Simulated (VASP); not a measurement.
Here is a VASP 6.6.1 calculation.

File INCAR:

```
SYSTEM = SnO2
PREC = Accurate ; ENCUT = 520
EDIFF = 1E-6 ; ISMEAR = 0
SIGMA = 0.05 ; LREAL = .False.
LASPH = .True. ; NELM = 100
ALGO = Normal ; ISIF = 2
LWAVE = .False. ; LCHARG = .False.
GGA = PE ; NBANDS = 35
```

The input KPOINTS:

```
regular mesh
0
Gamma
  6 6 8
  0 0 0
```

The input POSCAR:

```
SnO2
1.0
    4.8277932898      0.0000000000      0.0000000000
    0.0000000000      4.8278069739      0.0000000000
    0.0000000000      0.0000000000      3.2379014683
Sn O
2 4
Direct
    0.5000000000      0.5000000000      0.5000000000
    0.0000000000      0.0000000000      0.0000000000
    0.3434840913      0.2697233079      0.0000000000
    0.8434840913      0.2302766921      0.5000000000
    0.1565159087      0.7697233079      0.5000000000
    0.6565159087      0.7302766921      0.0000000000
```

Potentials or basis: VASP PAW PBE potentials, release 64 (Sn_d, O).

Run with:

```sh
$ cat potpaw_PBE.64/Sn_d/POTCAR potpaw_PBE.64/O/POTCAR > POTCAR
$ mpirun -np 1 vasp_std > vasp.out
```

(1) Estimate the band gap on the k mesh.

(2) Estimate the pressure.

(3) What does it give for the largest force?

Results:

(1) 1.03 eV, indirect (least direct gap 1.17 eV).

(2) -1.7 GPa.

(3) 0.318 eV/Å.

Caveat: the cell differs from its parent crystal (mode 4 frozen in at +0.252 Å and mode 7 at +0.000 Å (largest displacements)); spin-orbit coupling is left out, which moves the levels of the heavy elements.
